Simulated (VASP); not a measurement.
Write the native input for VASP 6.6.1 that does the following.

```yaml
Task: single point
Functional: PBEsol
Dispersion: D3(BJ)
Potentials_or_basis: VASP PAW PBE potentials, release 64 (Al)
Cutoff: 520 eV
k_mesh: 11 × 11 × 11
Occupations: fermi-dirac, width 0.05 eV
Spin: no spin polarisation
Dipole_correction: no
Further_INCAR_settings: ALGO = Normal; EDIFF = 1e-06; NBANDS = 8
```

The structure of Al lies in POSCAR:

```
Al
1.0
    0.0000000000      1.9825885997      1.9825885997
    1.9825885997      0.0000000000      1.9825885997
    1.9825885997      1.9825885997      0.0000000000
Al
1
Direct
    0.0000000000      0.0000000000      0.0000000000
```

The input as run:

INCAR

```
SYSTEM = Al
ALGO = Normal ; EDIFF = 1E-6
ENCUT = 520 ; GGA = PS
ISIF = 2 ; ISMEAR = -1
IVDW = 12 ; LASPH = .True.
LCHARG = .False. ; LREAL = .False.
LWAVE = .False. ; NBANDS = 8
NELM = 60 ; PREC = Accurate
SIGMA = 0.05
```

KPOINTS

```
k-points
0
Gamma
  11 11 11
  0 0 0
```

Potentials or basis: VASP PAW PBE potentials, release 64 (Al).

Run with:

```sh
$ cat potpaw_PBE.64/Al/POTCAR > POTCAR
$ mpirun -np 1 vasp_std > vasp.out
```

Results of the run:

| Item | Value |
| --- | --- |
| Pressure | 0.1 GPa |
| Dispersion energy per atom | -0.336 eV |

Caveat: the PAW data sets were made with another functional, which shifts forces and pressure a little; pairwise dispersion overbinds metals, which lowers pressure and volume.

Wall time 3.4 s on 1 thread of Intel Xeon 6975P-C (shared host), peak memory 0.14 GiB.
